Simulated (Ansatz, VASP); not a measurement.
Two plane-wave programs on ZnS

Contents of INCAR:

```
  ALGO = Normal
  EDIFF = 1E-7
  ENCUT = 520
  GGA = PS
  ISIF = 2
  ISMEAR = 0
  LASPH = True
  LCHARG = True
  LELF = True
  LREAL = False
  LVHAR = True
  LWAVE = False
  NBANDS = 46
  NELM = 80
  PREC = Accurate
  SIGMA = 0.05
```

KPOINTS

```
k-points
0
Gamma
  12 12 4
```

Contents of POSCAR:

```
ZnS
1.0
    3.7089909262      0.0000000000      0.0000000000
   -1.8544954631      3.2776330250      0.0000000000
    0.0000000000      0.0000000000     12.3926922670
Zn S
4 4
Direct
    0.0000000000      0.0000000000      0.0001423162
    0.0000000000      0.0000000000      0.5001423162
    0.3333333333      0.6666666667      0.2500677721
    0.6666666667      0.3333333333      0.7500677721
    0.0000000000      0.0000000000      0.1872166306
    0.0000000000      0.0000000000      0.6872166306
    0.3333333333      0.6666666667      0.4375732810
    0.6666666667      0.3333333333      0.9375732810
```

Input for Ansatz:

```yaml
crystal:
  lattice:
    - [3.7089909262, 0.0, 0.0]
    - [-1.8544954631, 3.277633025, 0.0]
    - [0.0, 0.0, 12.392692267]
  atoms:
    - { symbol: Zn, position: [0.0, 0.0, 0.0001423162] }
    - { symbol: Zn, position: [0.0, 0.0, 0.5001423162] }
    - { symbol: Zn, position: [0.3333333333, 0.6666666667, 0.2500677721] }
    - { symbol: Zn, position: [0.6666666667, 0.3333333333, 0.7500677721] }
    - { symbol: S, position: [0.0, 0.0, 0.1872166306] }
    - { symbol: S, position: [0.0, 0.0, 0.6872166306] }
    - { symbol: S, position: [0.3333333333, 0.6666666667, 0.437573281] }
    - { symbol: S, position: [0.6666666667, 0.3333333333, 0.937573281] }
basis:
  ecutwfc: 420
kpoints:
  mp_grid: { grid: [12, 12, 4] }
hamiltonian:
  xc: pbesol
scf:
  occupations: { method: gaussian, width: 0.05 }
output:
  forces: true
  stress: true
  eigenvalues: true
```

Change from the starting cell: strain -0.0200 x Voigt [1, 0, 0, 0, 0, 0], atoms carried along.

Alike in both runs: task single point; functional PBEsol; k mesh 12 × 12 × 4; occupations gaussian, width 0.05 eV; no spin polarisation.

|  | VASP | Ansatz |
| --- | --- | --- |
| version | VASP 6.6.1 | Ansatz 0.2.0 |
| potentials or method | VASP PAW PBE potentials, release 64 (Zn, S), cutoff 520 eV | scalar-relativistic, plane waves, PAW |
| valence electrons in the cell | 72 | 72 |

Ansatz gave:

| Item | Value |
| --- | --- |
| gap on the k mesh at the Fermi level (eV) | 2.15 |
| least direct gap on the mesh (eV) | 2.15 |
| pressure (GPa) | 1.7 |
| traceless stress, the component that is largest in VASP (GPa) | 1.77 |
| rms of the force components (eV/Å) | 0.086 |

Task: Which values does VASP return?

Result: gap on the k mesh at the Fermi level (eV): 2.15; least direct gap on the mesh (eV): 2.15; pressure (GPa): 1.9; traceless stress, the component that is largest in VASP (GPa): 1.78; rms of the force components (eV/Å): 0.087.

VASP's potentials were made for PBE, not for PBEsol. Atom by atom the forces differ by 0.001 eV/Å (rms over components). The functional is the same, so the differences come from potentials, cutoffs and numerics.
